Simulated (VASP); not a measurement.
**Ru: single point with PBEsol**

Crystal: Ru.

```
Ru
1.0
     2.69077    0.00000    0.00000
    -1.34539    2.33028    0.00000
     0.00000    0.00000    4.24770
Ru
2
Direct
  0.00000 0.00000 0.00000
  0.33333 0.66667 0.50000
```

* Program: VASP 6.6.1
* Task: single point
* Functional: PBEsol
* Potentials or basis: VASP PAW PBE potentials, release 64 (Ru_pv)
* Cutoff: 520 eV
* k mesh: 23 × 23 × 13
* Occupations: methfessel-paxton, width 0.1 eV
* Spin: no spin polarisation
* Dipole correction: no
* Further INCAR settings: ALGO = Normal; EDIFF = 1e-07; NBANDS = 21

| Quantity | Value |
| --- | --- |
| Pressure | -0.1 GPa |
| Band gap on the k mesh | zero (bands 14 and 15 overlap by 3.24 eV) |

Levels at points of the mesh, in eV from the Fermi level:
```
           k point  band 12  band 13  band 14  band 15  band 16  band 17
(0.00, 0.00, 0.00)    -2.00    -2.00    -1.47    -1.47     1.21     1.21
```

Wall time 3.2 min on 1 thread of AMD EPYC 7R43 64-Core Processor (Zen 3), with other jobs on the host, peak memory 0.24 GiB.

Caveat: the PAW data sets were made with another functional, which shifts forces and pressure a little.
